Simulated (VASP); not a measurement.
## BP: G0W0 quasiparticle levels with PBE

The system is BP.

```
B P
1.0
     3.20394    0.00000    0.00000
    -1.60197    2.77469    0.00000
     0.00000    0.00000    8.46663
B P
2 2
Cartesian
  0.0000 1.8498 2.1167
  1.6020 0.9249 6.3500
  1.6020 0.9249 2.1167
  0.0000 1.8498 6.3500
```

```yaml
Program: VASP 6.6.1
Task: G0W0 quasiparticle levels
Functional: PBE
Potentials_or_basis: VASP PAW PBE potentials, release 64 (B_GW, P_GW)
Cutoff: 500 eV
k_mesh: 6 × 6 × 2
Occupations: gaussian, width 0.01 eV
Spin: no spin polarisation
Dipole_correction: no
GW_scheme: G0W0
GW_iterations: 1
Cutoff_of_the_response_function: 80
Frequency_points: 96
Empty_bands: 122
Further_INCAR_settings: ALGO = EVGW0; EDIFF = 1e-08; NBANDS = 130
```

```json
{
 "Quasiparticle gap": "1.29 eV",
 "Least direct quasiparticle gap": "1.29 eV",
 "Band gap of the starting levels on the mesh": "0.86 eV",
 "Least direct gap of the starting levels on the mesh": "0.86 eV"
}
```

Run time: 4.9 min on 1 thread of Intel(R) Xeon(R) 6975P-C (Granite Rapids) (shared host), peak memory 1.4 GiB.

Caveat: the k points lie up to 0.38 Å⁻¹ apart; bands, screening cutoff and mesh are small and nothing is extrapolated, so the quasiparticle values aren't converged.
